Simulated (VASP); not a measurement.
# P (Cmce) in VASP: a series of runs, part 2 of 2

VASP 6.6.1. Earlier steps stand in the parts before.

## 4. Single point, PBE+D3(BJ)

This run uses another cell than the first one: it holds 4 atoms, not 8.

INCAR reads:

```
SYSTEM = P
ALGO     = Normal         ! electronic algorithm
EDIFF    = 1E-7           ! SCF threshold, eV
ENCUT    = 520            ! plane-wave cutoff, eV
GGA      = PE             ! functional
ISIF     = 2              ! what is computed and relaxed
ISMEAR   = 0              ! smearing method
IVDW     = 12             ! dispersion correction
LASPH    = .TRUE.         ! aspherical terms in the spheres
LCHARG   = .FALSE.        ! write CHGCAR
LREAL    = .FALSE.        ! projectors in reciprocal space
LWAVE    = .FALSE.        ! write WAVECAR
NBANDS   = 18             ! bands
NELM     = 100            ! most SCF steps
PREC     = Accurate       ! precision mode
SIGMA    = 0.15           ! smearing width, eV
```

KPOINTS reads:

```
k-points
0
G
  16 16 12
  0 0 0
```

POSCAR reads:

```
P
1.0
    1.6612621438     -5.0957604168      0.0000000000
    1.6612621438      5.0957604168      0.0000000000
    0.0000000000      0.0000000000      4.1668618235
P
4
Direct
    0.1063803446      0.8936196554      0.9280972034
    0.6063803446      0.3936196554      0.5719027966
    0.8936196554      0.1063803446      0.0719027966
    0.3936196554      0.6063803446      0.4280972034
```

Potentials or basis: VASP PAW PBE potentials, release 64 (P).

Launch:

```sh
> cat potpaw_PBE.64/P/POTCAR > POTCAR
> mpirun -np 1 vasp_std > vasp.out
```

OUTCAR:

```text
SYSTEM = P
   EDIFF = 1E-7
   ENCUT = 520
   GGA = PE
   ISIF = 2
   ISMEAR = 0
   IVDW = 12
   LASPH = .TRUE.
   LREAL = .FALSE.
   NELM = 100
   PREC = Accurate
 IVDW          = 12

 ion  position               nearest neighbor table
   1  0.106  0.894  0.928-   2 2.23   2 2.23   3 2.25
   2  0.606  0.394  0.572-   1 2.23   1 2.23   4 2.25
   3  0.894  0.106  0.072-   4 2.23   4 2.23   1 2.25
   4  0.394  0.606  0.428-   3 2.23   3 2.23   2 2.25

  LATTYP: Found a base centered orthorhombic cell.
 ALAT       =     3.3225242876
 B/A-ratio  =     3.0674029597
 C/A-ratio  =     1.2541253164

  Lattice vectors:

 A1 = (   1.6612621438,  -5.0957604168,   0.0000000000)
 A2 = (   1.6612621438,   5.0957604168,   0.0000000000)
 A3 = (   0.0000000000,   0.0000000000,   4.1668618235)

Analysis of symmetry for initial positions (statically):
=====================================================================
 Subroutine PRICEL returns:
 Original cell was already a primitive cell.

 Routine SETGRP: Setting up the symmetry group for a
 base centered orthorhombic supercell.

 Subroutine GETGRP returns: Found  8 space group operations
 (whereof  4 operations were pure point group operations)
 out of a pool of  8 trial point group operations.

The static configuration has the point symmetry C_2h.
 The point group associated with its full space group is D_2h.

Analysis of symmetry for dynamics (positions and initial velocities):
=====================================================================
 Subroutine PRICEL returns:
 Original cell was already a primitive cell.

 Routine SETGRP: Setting up the symmetry group for a
 base centered orthorhombic supercell.

 Subroutine GETGRP returns: Found  8 space group operations
 (whereof  4 operations were pure point group operations)
 out of a pool of  8 trial point group operations.

The dynamic configuration has the point symmetry C_2h.
 The point group associated with its full space group is D_2h.

 Subroutine INISYM returns: Found  8 space group operations
 (whereof  4 operations are pure point group operations),
 and found     1 'primitive' translations

----------------------------------------------------------------------------------------

                                     Primitive cell

  volume of cell :      70.5483

  direct lattice vectors                    reciprocal lattice vectors
     1.661262144 -5.095760417  0.000000000     0.300975979 -0.098120783  0.000000000
     1.661262144  5.095760417  0.000000000     0.300975979  0.098120783  0.000000000
     0.000000000  0.000000000  4.166861823     0.000000000  0.000000000  0.239988759

  length of vectors
     5.359716983  5.359716983  4.166861823     0.316566309  0.316566309  0.239988759

  position of ions in fractional coordinates (direct lattice)
     0.106380345  0.893619655  0.928097203
     0.606380345  0.393619655  0.571902797
     0.893619655  0.106380345  0.071902797
     0.393619655  0.606380345  0.428097203

  ion indices of the primitive-cell ions
   primitive index   ion index
                 1           1
                 2           2
                 3           3
                 4           4

[... 25 lines left out ...]

 Following reciprocal coordinates:
            Coordinates               Weight
  0.000000  0.000000  0.000000      1.000000
  0.062500  0.000000  0.000000      4.000000
  0.125000  0.000000  0.000000      4.000000
  0.187500  0.000000  0.000000      4.000000
  0.250000  0.000000  0.000000      4.000000
  0.312500  0.000000  0.000000      4.000000
[... 16 lines left out ...]
 -0.125000  0.062500  0.000000      4.000000
 -0.062500  0.062500  0.000000      2.000000
 [... further k-points ...]
   k-points           NKPTS =    511   k-points in BZ     NKDIM =    511   number of bands    NBANDS=     18
   number of dos      NEDOS =    301   number of ions     NIONS =      4
   total plane-waves  NPLWV =  51200
   dimension x,y,z NGX =    40 NGY =   40 NGZ =   32
   dimension x,y,z NGXF=    80 NGYF=   80 NGZF=   64
   ions per type =               4
   NGX,Y,Z   is equivalent  to a cutoff of  12.41, 12.41, 12.77 a.u.
   NGXF,Y,Z  is equivalent  to a cutoff of  24.81, 24.81, 25.53 a.u.
 SYSTEM =  P
   PREC   = accura    normal or accurate (medium, high low for compatibility)
   ISTART =      0    job   : 0-new  1-cont  2-samecut
   ICHARG =      2    charge: 1-file 2-atom 10-const
   ISPIN  =      1    spin polarized calculation?
   LNONCOLLINEAR =      F non collinear calculations
   LSORBIT =      F    spin-orbit coupling
   LASPH  =      T    aspherical Exc in radial PAW
   ENCUT  =  520.0 eV  38.22 Ry    6.18 a.u.   9.97  9.97  7.75*2*pi/ulx,y,z
   NELM   =    100;   NELMIN=  2; NELMDL= -5     # of ELM steps
   EDIFF  = 0.1E-06   stopping-criterion for ELM
   LREAL  =      F    real-space projection
   EDIFFG = 0.1E-05   stopping-criterion for IOM
   NSW    =      0    number of steps for IOM
   IBRION =     -1    ionic relax: 0-MD 1-quasi-New 2-CG
   NFREE  =      0    steps in history (QN), initial steepest desc. (CG)
   ISIF   =      2    stress and relaxation
   ISYM   =      2    0-nonsym 1-usesym 2-fastsym
   POTIM  = 0.5000    time-step for ionic-motion
   TEBEG  =    0.0;   TEEND  =   0.0 temperature during run
   PSTRESS=    0.0 pullay stress
   NELECT =      20.0000    total number of electrons
   NUPDOWN=      -1.0000    fix difference up-down
   EMIN   =  10.00;   EMAX   =-10.00  energy-range for DOS
   EFERMI =   0.00;   METHOD = LEGACY
   ISMEAR =     0;   SIGMA  =   0.15  broadening in eV -4-tet -1-fermi 0-gaus
   EFERMI_NEDOS =   21; number of points for ismear=-14 and -15
   IALGO  =     38    algorithm
   IMIX   =      4    mixing-type and parameters
     AMIX     =   0.40;   BMIX     =  1.00
     AMIX_MAG =   1.60;   BMIX_MAG =  1.00
  volume/ion in A,a.u.               =      17.64       119.02
  Fermi-wavevector in a.u.,A,eV,Ry     =   1.075448  2.032302 15.736340  1.156588
  Thomas-Fermi vector in A             =   2.211305
   LORBIT       =      0    0 simple, 1 ext, 2 COOP (PROOUT), +10 PAW based schemes
   GGA     = PE    functional components
   LHFCALC =     F    Hartree Fock is set to
   AEXX    =    0.0000 exact exchange contribution
   IVDW    =    12    specifies the selected vdW correction
   LEPSILON=     F    determine dielectric tensor
   LRPA    =     F    only Hartree local field effects (RPA)
 non-spin polarized calculation
 Gauss-broadening in eV      SIGMA  =   0.15
  energy-cutoff  :      520.00
  volume of cell :       70.55
 maximum number of plane-waves:      1917
   NGX = 19   NGY = 19   NGZ = 15

 number of electron      19.9999998 magnetization

 Free energy of the ion-electron system (eV)
  ---------------------------------------------------
  ext. energy  EPLUGINS =         0.00000000
  ---------------------------------------------------
  free energy    TOTEN  =       -21.37686668 eV

  energy without entropy =      -21.37513799  energy(sigma->0) =      -21.37600234

 E-fermi :   7.4231     XC(G=0): -10.2640

 val. band max:        7.3945908348   @ k =   0.5000   0.1250   0.0000
 cond. band min:       7.4253523631   @ k =   0.4375   0.1875   0.0000
 fundamental gap:      0.0307615283
 Fermi energy:         7.4231066246

 k-point     1 :       0.0000    0.0000    0.0000
  band No.  band energies     occupation
      1      -8.5960      2.00000
      2      -5.2445      2.00000
      3      -1.7424      2.00000
      4       0.1079      2.00000
      5       2.2979      2.00000
      6       3.1417      2.00000
[... 481 lines left out ...]
      5       2.3192      2.00000
      6       3.0893      2.00000
[... 10 lines left out ...]
     17      14.0407      0.00000
     18      14.8350      0.00000

 [... further k-points ...]

------------------------ aborting loop because EDIFF is reached ----------------------------------------

 Edisp (eV)   -1.59189

 E8    (eV) :    -0.6028

  FORCE on cell =-STRESS in cart. coord.  units (eV):
  Direction    XX          YY          ZZ          XY          YZ          ZX
  --------------------------------------------------------------------------------------
  -------------------------------------------------------------------------------------
  Total      -0.17530    -0.14626    -0.15600     0.00000    -0.00000     0.00000
  in kB      -3.98112    -3.32159    -3.54275     0.00000    -0.00000     0.00000
  external pressure =       -3.62 kB  Pullay stress =        0.00 kB

 VOLUME and BASIS-vectors are now :
 -----------------------------------------------------------------------------
  energy-cutoff  :      520.00
  volume of cell :       70.55
      direct lattice vectors                 reciprocal lattice vectors
     1.661262144 -5.095760417  0.000000000     0.300975979 -0.098120783  0.000000000
     1.661262144  5.095760417  0.000000000     0.300975979  0.098120783  0.000000000
     0.000000000  0.000000000  4.166861823     0.000000000  0.000000000  0.239988759

 POSITION                                       TOTAL-FORCE (eV/Angst)
 -----------------------------------------------------------------------------------
      1.66126      4.01158      3.86725         0.000000      0.038767     -0.047686
      1.66126     -1.08418      2.38304         0.000000      0.038767      0.047686
      1.66126     -4.01158      0.29961         0.000000     -0.038767      0.047686
      1.66126      1.08418      1.78382         0.000000     -0.038767     -0.047686
 -----------------------------------------------------------------------------------
    total drift:                                0.000000     -0.000000      0.000000

  FREE ENERGIE OF THE ION-ELECTRON SYSTEM (eV)
  ---------------------------------------------------
  free  energy   TOTEN  =       -22.9687537642 eV

  energy  without entropy=      -22.9670250688  energy(sigma->0) =      -22.96788942
```

It took 13 min on 1 thread of Intel Xeon 8259CL, shared host; peak memory 0.55 GiB.

Results:

* Free energy: -22.9688 eV
* Pressure: -0.4 GPa
* Largest force: 0.061 eV/Å
* Band gap on the k mesh: zero (bands 10 and 11 overlap by 0.24 eV)
* Dispersion energy per atom: -0.398 eV

Forces on the atoms (eV/Å):
```
P    0.000  0.039 -0.048
P    0.000  0.039  0.048
P    0.000 -0.039  0.048
P    0.000 -0.039 -0.048
```

## 5. Single point, PBE+D3(BJ) (biaxial strain in the a-b plane: +6.0 %)

INCAR reads:

```
SYSTEM = P
PREC = Accurate ; ENCUT = 520
EDIFF = 1E-6 ; ISMEAR = 0
SIGMA = 0.1 ; LREAL = .False.
LASPH = .True. ; NELM = 60
ALGO = Normal ; ISIF = 2
LWAVE = .False. ; LCHARG = .False.
GGA = PE ; IVDW = 12
NBANDS = 30
```

KPOINTS reads:

```
Automatic mesh
0
Gamma
  10 4 8
  0 0 0
```

POSCAR reads:

```
P
1.0
    3.5218757302      0.0000000000      0.0000000000
    0.0000000000     10.8030119460      0.0000000000
    0.0000000000      0.0000000000      4.0168551729
P
8
Direct
    0.0000000000      0.8969480532      0.9328109604
    0.5000000000      0.8969480532      0.5671890396
    0.5000000000      0.6030519468      0.0671890396
    0.0000000000      0.6030519468      0.4328109604
    0.5000000000      0.3969480532      0.9328109604
    0.0000000000      0.3969480532      0.5671890396
    0.0000000000      0.1030519468      0.0671890396
    0.5000000000      0.1030519468      0.4328109604
```

Potentials or basis: VASP PAW PBE potentials, release 64 (P).

Launch:

```sh
> cat potpaw_PBE.64/P/POTCAR > POTCAR
> mpirun -np 1 vasp_std > vasp.out
```

OUTCAR:

```text
SYSTEM = P
   PREC = Accurate
   ENCUT = 520
   EDIFF = 1E-6
   ISMEAR = 0
   LREAL = .False.
   LASPH = .True.
   NELM = 60
   ISIF = 2
   GGA = PE
   IVDW = 12
 IVDW          = 12

 ion  position               nearest neighbor table
   1  0.000  0.897  0.933-   7 2.29   2 2.29   2 2.29
   2  0.500  0.897  0.567-   8 2.29   1 2.29   1 2.29
   3  0.500  0.603  0.067-   5 2.29   4 2.29   4 2.29
   4  0.000  0.603  0.433-   6 2.29   3 2.29   3 2.29
   5  0.500  0.397  0.933-   3 2.29   6 2.29   6 2.29
   6  0.000  0.397  0.567-   4 2.29   5 2.29   5 2.29
   7  0.000  0.103  0.067-   1 2.29   8 2.29   8 2.29
   8  0.500  0.103  0.433-   2 2.29   7 2.29   7 2.29

  LATTYP: Found a simple orthorhombic cell.
 ALAT       =     3.5218757302
 B/A-ratio  =     1.1405442669
 C/A-ratio  =     3.0674029334

  Lattice vectors:

 A1 = (  -3.5218757302,   0.0000000000,   0.0000000000)
 A2 = (   0.0000000000,   0.0000000000,   4.0168551729)
 A3 = (   0.0000000000,  10.8030119460,   0.0000000000)

Analysis of symmetry for initial positions (statically):
=====================================================================
 Subroutine PRICEL returns following result:

[... 210 lines left out ...]
      1      -8.9413      2.00000
      2      -8.7056      2.00000
      3      -6.4459      2.00000
      4      -5.7984      2.00000
      5      -2.1977      2.00000
      6      -2.1278      2.00000
[... 781 lines left out ...]
     29       9.5451      0.00000
     30       9.5451      0.00000

 [... further k-points ...]

------------------------ aborting loop because EDIFF is reached ----------------------------------------

 Edisp (eV)   -2.93821

 E8    (eV) :    -1.1152

  FORCE on cell =-STRESS in cart. coord.  units (eV):
  Direction    XX          YY          ZZ          XY          YZ          ZX
  --------------------------------------------------------------------------------------
  -------------------------------------------------------------------------------------
  Total      -8.25127    -6.44296    -2.13143     0.00000    -0.00000     0.00000
  in kB     -86.50204   -67.54465   -22.34477     0.00000    -0.00000     0.00000
  external pressure =      -58.80 kB  Pullay stress =        0.00 kB

 VOLUME and BASIS-vectors are now :
 -----------------------------------------------------------------------------
  energy-cutoff  :      520.00
  volume of cell :      152.83
      direct lattice vectors                 reciprocal lattice vectors
     3.521875730  0.000000000  0.000000000     0.283939604  0.000000000  0.000000000
     0.000000000 10.803011946  0.000000000     0.000000000  0.092566777  0.000000000
     0.000000000  0.000000000  4.016855173     0.000000000  0.000000000  0.248950972

 POSITION                                       TOTAL-FORCE (eV/Angst)
 -----------------------------------------------------------------------------------
      0.00000      9.68974      3.74697         0.000000      0.383985     -0.098720
      1.76094      9.68974      2.27832         0.000000      0.383985      0.098720
      1.76094      6.51478      0.26989        -0.000000     -0.383985      0.098720
      0.00000      6.51478      1.73854        -0.000000     -0.383985     -0.098720
      1.76094      4.28823      3.74697         0.000000      0.383985     -0.098720
      0.00000      4.28823      2.27832         0.000000      0.383985      0.098720
      0.00000      1.11327      0.26989        -0.000000     -0.383985      0.098720
      1.76094      1.11327      1.73854        -0.000000     -0.383985     -0.098720
 -----------------------------------------------------------------------------------
    total drift:                               -0.000000      0.000000     -0.000000

  FREE ENERGIE OF THE ION-ELECTRON SYSTEM (eV)
  ---------------------------------------------------
  free  energy   TOTEN  =       -45.5670056623 eV

  energy  without entropy=      -45.5639607860  energy(sigma->0) =      -45.56548322
```

OSZICAR:

```text
N       E                     dE             d eps       ncg     rms          rms(c)
DAV:   1     0.133852185932E+03    0.13385E+03   -0.16620E+04  5400   0.114E+03
DAV:   2    -0.321005772844E+02   -0.16595E+03   -0.15947E+03  6848   0.178E+02
DAV:   3    -0.426146448690E+02   -0.10514E+02   -0.10341E+02  6940   0.439E+01
DAV:   4    -0.428111125150E+02   -0.19647E+00   -0.19567E+00  7180   0.682E+00
DAV:   5    -0.428147456386E+02   -0.36331E-02   -0.36314E-02  6966   0.916E-01    0.131E+01
DAV:   6    -0.426878454453E+02    0.12690E+00   -0.64636E-02  6650   0.112E+00    0.776E+00
DAV:   7    -0.426279505066E+02    0.59895E-01   -0.12217E-01  6562   0.158E+00    0.233E-01
DAV:   8    -0.426285339362E+02   -0.58343E-03   -0.11819E-02  6546   0.484E-01    0.189E-01
DAV:   9    -0.426286835453E+02   -0.14961E-03   -0.52928E-04  7246   0.113E-01    0.116E-01
DAV:  10    -0.426287810175E+02   -0.97472E-04   -0.25367E-04  6458   0.723E-02    0.511E-02
DAV:  11    -0.426287939404E+02   -0.12923E-04   -0.39263E-05  6620   0.335E-02    0.256E-02
DAV:  12    -0.426287956269E+02   -0.16865E-05   -0.33388E-06  6106   0.952E-03    0.965E-03
DAV:  13    -0.426287954585E+02    0.16842E-06   -0.34639E-07  3906   0.302E-03
   1 F= -.45567006E+02 E0= -.45565483E+02  d E =-.304488E-02
```

It took 4.5 min on 1 thread of Intel Xeon Platinum 8259CL at 2.50GHz (Skylake/Cascade Lake), shared host; peak memory 0.43 GiB.

What came out:

```yaml
Free_energy: -45.5670 eV
Pressure: -5.9 GPa
Largest_force: 0.396 eV/Å
Band_gap_on_the_k_mesh: zero (bands 20 and 21 overlap by 0.12 eV)
Dispersion_energy_per_atom: -0.367 eV
```

Forces in eV/Å, atoms in the order of the input:
```
P    0.000  0.384 -0.099
P    0.000  0.384  0.099
P    0.000 -0.384  0.099
P    0.000 -0.384 -0.099
P    0.000  0.384 -0.099
P    0.000  0.384  0.099
P    0.000 -0.384  0.099
P    0.000 -0.384 -0.099
```

Levels at points of the mesh, in eV from the Fermi level:
```csv
k point,band 17,band 18,band 19,band 20,band 21,band 22,band 23,band 24
"(0.00, 0.00, 0.00)",-2.37,-1.86,-0.70,-0.49,0.10,0.64,0.90,1.57
"(0.50, 0.00, 0.00)",-2.52,-2.52,-1.90,-1.90,1.10,1.10,1.19,1.19
"(0.00, 0.50, 0.00)",-2.46,-2.46,-0.25,-0.25,0.63,0.63,0.98,0.98
"(0.50, 0.50, 0.00)",-2.33,-2.33,-2.33,-2.33,1.12,1.12,1.12,1.12
"(0.00, 0.00, 0.50)",-1.25,-1.25,-0.92,-0.92,1.06,1.06,1.14,1.14
"(0.50, 0.00, 0.50)",-2.36,-2.36,-2.36,-2.36,2.27,2.27,2.27,2.27
"(0.00, 0.50, 0.50)",-1.05,-1.05,-1.05,-1.05,1.22,1.22,1.22,1.22
"(0.50, 0.50, 0.50)",-2.15,-2.15,-2.15,-2.15,1.74,1.74,1.74,1.74
```

Caveat: the cell differs from its parent crystal (biaxial strain in the a-b plane: +6.0 %); the cell stands under tension.

## 6. Summary

| cell | k mesh | smearing | gap on the mesh (eV) | pressure (GPa) | largest force (eV/Å) |
| --- | --- | --- | --- | --- | --- |
| a = 5.329, b = 5.329, c = 5.360 Å, angles 101.1, 101.1, 102.9°, 8 atoms, atomic positions A | 5 × 5 × 5 | gaussian 0.1 eV | none | -0.4 | 0.08 |
| a = 6.789, b = 6.789, c = 7.128 Å, angles 68.6, 68.6, 75.7°, 16 atoms, atomic positions B | 4 × 4 × 4, shifted | gaussian 0.1 eV | none | -0.4 | 0.05 |
| a = 5.360, b = 5.360, c = 4.167 Å, angles 90.0, 90.0, 143.9°, 4 atoms, atomic positions C | 16 × 16 × 12 | gaussian 0.15 eV | none | -0.4 | 0.06 |
| a = 3.522, b = 10.803, c = 4.017 Å, 8 atoms, atomic positions D | 10 × 4 × 8 | gaussian 0.1 eV | none | -5.9 | 0.40 |

Alike in all rows: task single point; level PBE+D3(BJ); potentials or basis VASP PAW PBE potentials, release 64 (P); no spin polarisation; cutoff (eV) 520.

Caveats: the cell stands under tension (at least some runs).

Total energies depend on the potentials used, so only differences within one code and one set of settings carry meaning.
